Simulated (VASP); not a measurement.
## C30O (a cell with a defect): single point with PBE

The system is C30O (a cell with a defect).

```
CELL_PARAMETERS angstrom
-3.57162 3.57162 3.57162
3.57162 -3.57162 3.57162
3.57162 3.57162 -3.57162
ATOMIC_POSITIONS crystal
C 0.00018 0.00041 0.00007
C 0.00019 0.24961 0.75086
C 0.00331 0.49944 0.49767
C 0.00330 0.74720 0.24991
C 0.25117 0.00057 0.75103
C 0.25003 0.25273 0.49766
C 0.25001 0.74720 0.00316
C 0.50610 0.01008 0.50599
C 0.49778 0.25273 0.24991
C 0.49778 0.49944 0.00319
C 0.50613 0.75556 0.76058
C 0.75114 0.00057 0.25105
C 0.75096 0.24960 0.00007
C 0.75113 0.50059 0.75102
C 0.76072 0.75554 0.50601
C 0.00292 0.00162 0.75207
C 0.99995 0.24937 0.49695
C 0.97473 0.49513 0.24561
C 0.99996 0.74649 0.99985
C 0.25116 0.99535 0.50071
C 0.24573 0.22412 0.24561
C 0.24573 0.49514 0.97463
C 0.25118 0.75024 0.74584
C 0.50080 0.99534 0.25104
C 0.49707 0.24937 0.99984
C 0.50081 0.50059 0.74581
C 0.75218 0.00161 0.00280
C 0.75217 0.25234 0.75206
C 0.74594 0.50059 0.50070
C 0.74594 0.75024 0.25105
O 0.52247 0.77194 0.52237
```

```yaml
Program: VASP 6.6.1
Task: single point
Functional: PBE
Potentials_or_basis: VASP PAW PBE potentials, release 64 (C, O)
Cutoff: 520 eV
k_mesh: 1 × 1 × 1, shifted
Occupations: fermi-dirac, width 0.01 eV
Spin: no spin polarisation
Dipole_correction: no
Charge: 2
Further_INCAR_settings: LREAL = Auto; ALGO = Normal; EDIFF = 1e-06; NBANDS = 84; NELECT = 124.0
```

```
Largest force : 0.057 eV/Å
```

Forces on the atoms (eV/Å):
```
C   -0.008 -0.004 -0.006
C   -0.006 -0.005 -0.010
C    0.002  0.012 -0.002
C    0.002 -0.003  0.012
C    0.003  0.006  0.000
C    0.010 -0.002 -0.005
C    0.012 -0.001  0.001
C    0.017 -0.049  0.017
C   -0.004  0.001  0.009
C    0.000  0.012  0.004
C    0.013  0.012 -0.054
C   -0.001  0.006  0.000
C   -0.008 -0.004 -0.004
C    0.001  0.010  0.001
C   -0.048  0.009  0.012
C    0.011  0.006  0.004
C   -0.001 -0.004  0.006
C   -0.016  0.007  0.008
C   -0.004 -0.003  0.000
C    0.002 -0.002 -0.001
C    0.010 -0.016  0.010
C    0.007  0.006 -0.015
C   -0.002 -0.005  0.000
C    0.002  0.000  0.006
C    0.005 -0.005 -0.001
C   -0.001  0.000  0.003
C    0.005  0.004  0.012
C    0.003  0.013  0.003
C    0.004  0.000 -0.002
C    0.000 -0.002 -0.001
O   -0.007  0.000 -0.005
```

Levels at points of the mesh, in eV from the Fermi level:
```
           k point  band 60  band 61  band 62  band 63  band 64  band 65
(0.25, 0.25, 0.25)    -1.49    -1.24    -0.31     1.84     1.84     3.45
```

It took 95 s on 1 thread of Intel Xeon 8259CL, on a shared host, peak memory 0.3 GiB.

Caveat: the k points lie up to 1.24 Å⁻¹ apart, too coarse for converged energies, forces and pressures; the cell carries a net charge on a neutralising background, which shifts energy and pressure; the cell is charged against a uniform background, so pressure and absolute levels hang on convention.
